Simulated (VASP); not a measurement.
A run of VASP 6.6.1 is set up as follows.

INCAR

```
SYSTEM = AlN
  PREC = Accurate
  ENCUT = 520
  EDIFF = 1E-7
  ISMEAR = 0
  SIGMA = 0.02
  LREAL = .FALSE.
  LASPH = .TRUE.
  NELM = 100
  ALGO = Normal
  ISIF = 2
  LWAVE = .FALSE.
  LCHARG = .FALSE.
  GGA = PS
  NBANDS = 11
```

File KPOINTS:

```
Automatic mesh
0
G
  10 10 10
  0 0 0
```

Contents of POSCAR:

```
AlN
1.0
    0.0131039614      2.1545533264      2.1675917680
    2.1612363467      0.0061807018      2.1745150276
    2.1699723209      2.1702125602     -0.0025552725
Al N
1 1
Direct
    0.0290637304      0.0153594775      0.0141873129
    0.7209362696      0.7346405225      0.7358126871
```

Potentials or basis: VASP PAW PBE potentials, release 64 (Al, N).

The run is started by

```bash
$ cat potpaw_PBE.64/Al/POTCAR potpaw_PBE.64/N/POTCAR > POTCAR
$ mpirun -np 1 vasp_std > vasp.out
```

(1) What does it give for the largest force?

(2) What does it give for the band gap on the k mesh?

Results:

(1) 2.744 eV/Å.

(2) 2.37 eV, indirect (least direct gap 3.36 eV).

Caveat: the cell differs from its parent crystal (atoms moved at random and the cell strained at random); the PAW data sets were made with another functional, which shifts forces and pressure a little.
